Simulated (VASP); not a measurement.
Crystal: Ir2Pb.

```xyz
6
Lattice="0.0000 3.8749 3.8749 3.8749 0.0000 3.8749 3.8749 3.8749 0.0000" Properties=species:S:1:pos:R:3 pbc="T T T"
Ir    4.8436    4.8436    4.8436
Ir    4.8436    2.9062    2.9062
Ir    2.9062    2.9062    4.8436
Ir    2.9062    4.8436    2.9062
Pb    0.0000    0.0000    0.0000
Pb    1.9374    1.9374    1.9374
```

* Program: VASP 6.6.1
* Task: relaxation of cell and atoms
* Functional: PBE
* Potentials or basis: VASP PAW PBE potentials, release 64 (Ir, Pb_d)
* Cutoff: 600 eV
* k mesh: 4 × 4 × 4
* Occupations: gaussian, width 0.1 eV
* Spin: no spin polarisation

At the start: pressure -4.7 GPa; volume 19.39 Å³/atom.

Task: Where does the relaxation end?

Result: Over 3 steps the energy falls by 8.8 meV/atom and the volume is 18.83 Å³/atom (-2.9 %); space group Fd-3m (No. 227, to 0.05 Å).

Step by step:
| step | energy change (eV) | largest force (eV/Å) | pressure (GPa) | volume (Å³) |
| --- | --- | --- | --- | --- |
| 1 | 0.0000 | 0.0000 | -4.75 | 116.36 |
| 2 | 0.1325 | 0.0000 | 10.54 | 106.95 |
| 3 | -0.0529 | 0.0000 | -0.08 | 112.96 |

Final structure:
```
Ir Pb
1.0
     0.00000    3.83675    3.83675
     3.83675    0.00000    3.83675
     3.83675    3.83675    0.00000
Ir Pb
4 2
Direct
  0.62500 0.62500 0.62500
  0.12500 0.62500 0.62500
  0.62500 0.62500 0.12500
  0.62500 0.12500 0.62500
  0.00000 0.00000 0.00000
  0.25000 0.25000 0.25000
```
